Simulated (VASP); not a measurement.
Input of a VASP 6.6.1 run:

INCAR

```
SYSTEM = CsH
PREC     = Accurate       ! precision mode
ENCUT    = 600            ! plane-wave cutoff, eV
EDIFF    = 1E-6           ! SCF threshold, eV
ISMEAR   = -1             ! smearing method
SIGMA    = 0.03           ! smearing width, eV
LREAL    = .FALSE.        ! projectors in reciprocal space
LASPH    = .TRUE.         ! aspherical terms in the spheres
NELM     = 60             ! most SCF steps
ALGO     = Normal         ! electronic algorithm
ISIF     = 3              ! what is computed and relaxed
LWAVE    = .FALSE.        ! write WAVECAR
LCHARG   = .FALSE.        ! write CHGCAR
GGA      = PS             ! functional
IBRION   = 2              ! ionic algorithm
NSW      = 100            ! ionic steps
EDIFFG   = -0.01          ! ionic threshold
```

Contents of KPOINTS:

```
Automatic mesh
0
G
  4 4 4
  0 0 0
```

Contents of POSCAR:

```
CsH
1.0
    6.3825088400      0.0000000000      0.0000000000
    0.0000000000      6.3825088400      0.0000000000
    0.0000000000      0.0000000000      6.3825088400
Cs H
4 4
Direct
    0.8630876900      0.6369123100      0.3630876900
    0.6369123100      0.3630876900      0.8630876900
    0.3630876900      0.8630876900      0.6369123100
    0.1369123100      0.1369123100      0.1369123100
    0.1586982700      0.3413017300      0.6586982700
    0.3413017300      0.6586982700      0.1586982700
    0.6586982700      0.1586982700      0.3413017300
    0.8413017300      0.8413017300      0.8413017300
```

Potentials or basis: VASP PAW PBE potentials, release 64 (Cs_sv, H).

The run is started by

```console
$ cat potpaw_PBE.64/Cs_sv/POTCAR potpaw_PBE.64/H/POTCAR > POTCAR
$ mpirun -np 1 vasp_std > vasp.out
```

Problem. What does it give for the space group after relaxing (to 0.1 Å)?

Solution. Fm-3m (No. 225).

Problem. Predict the relaxed cell.

Solution. a = 6.276 Å, b = 6.276 Å, c = 6.276 Å, α = 90.00°, β = 90.00°, γ = 90.00°.

Final structure:
```cif
data_structure
_symmetry_space_group_name_H-M 'P 1'
_symmetry_Int_Tables_number 1
_cell_length_a 6.2763
_cell_length_b 6.2763
_cell_length_c 6.2763
_cell_angle_alpha 90.000
_cell_angle_beta 90.000
_cell_angle_gamma 90.000
_cell_volume 247.23
loop_
_atom_site_label
_atom_site_type_symbol
_atom_site_fract_x
_atom_site_fract_y
_atom_site_fract_z
_atom_site_occupancy
Cs1 Cs 0.75085 0.74915 0.25085 1
Cs2 Cs 0.74915 0.25085 0.75085 1
Cs3 Cs 0.25085 0.75085 0.74915 1
Cs4 Cs 0.24915 0.24915 0.24915 1
H1 H 0.24971 0.25029 0.74971 1
H2 H 0.25029 0.74971 0.24971 1
H3 H 0.74971 0.24971 0.25029 1
H4 H 0.75029 0.75029 0.75029 1
```
